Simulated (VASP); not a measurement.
Wanted: the native input for a VASP 6.6.1 run.

- Task: single point
- Functional: PBE
- Potentials or basis: VASP PAW PBE potentials, release 64 (Ti_sv, B)
- Cutoff: 520 eV
- k mesh: 15 × 15 × 14
- Occupations: gaussian, width 0.1 eV
- Spin: no spin polarisation
- Dipole correction: no
- Further INCAR settings: ALGO = Normal; EDIFF = 1e-07; NBANDS = 16

The structure of TiB2 lies in POSCAR:

```
TiB2
1.0
    3.0320703133      0.0000000029      0.0000000000
   -1.5160351592      2.6258499159      0.0000000000
    0.0000000000      0.0000000000      3.2235392747
Ti B
1 2
Direct
    0.0000000000      0.0000000000      0.0000000000
    0.3333333333      0.6666666667      0.5000000000
    0.6666666667      0.3333333333      0.5000000000
```

One way to write it, as run:

INCAR

```
SYSTEM = TiB2
PREC     = Accurate       ! precision mode
ENCUT    = 520            ! plane-wave cutoff, eV
EDIFF    = 1E-7           ! SCF threshold, eV
ISMEAR   = 0              ! smearing method
SIGMA    = 0.1            ! smearing width, eV
LREAL    = .FALSE.        ! projectors in reciprocal space
LASPH    = .TRUE.         ! aspherical terms in the spheres
NELM     = 60             ! most SCF steps
ALGO     = Normal         ! electronic algorithm
ISIF     = 2              ! what is computed and relaxed
LWAVE    = .FALSE.        ! write WAVECAR
LCHARG   = .FALSE.        ! write CHGCAR
GGA      = PE             ! functional
NBANDS   = 16             ! bands
```

KPOINTS

```
Automatic mesh
0
G
  15 15 14
  0 0 0
```

Potentials or basis: VASP PAW PBE potentials, release 64 (Ti_sv, B).

Launch:

```console
$ cat potpaw_PBE.64/Ti_sv/POTCAR potpaw_PBE.64/B/POTCAR > POTCAR
$ mpirun -np 1 vasp_std > vasp.out
```

Results of the run:

```
Pressure               : 0.2 GPa
Band gap on the k mesh : zero (bands 9 and 10 overlap by 0.60 eV)
```

Run time: 100 s on 1 thread of Intel Xeon 8259CL, with other jobs on the host, peak memory 0.21 GiB.
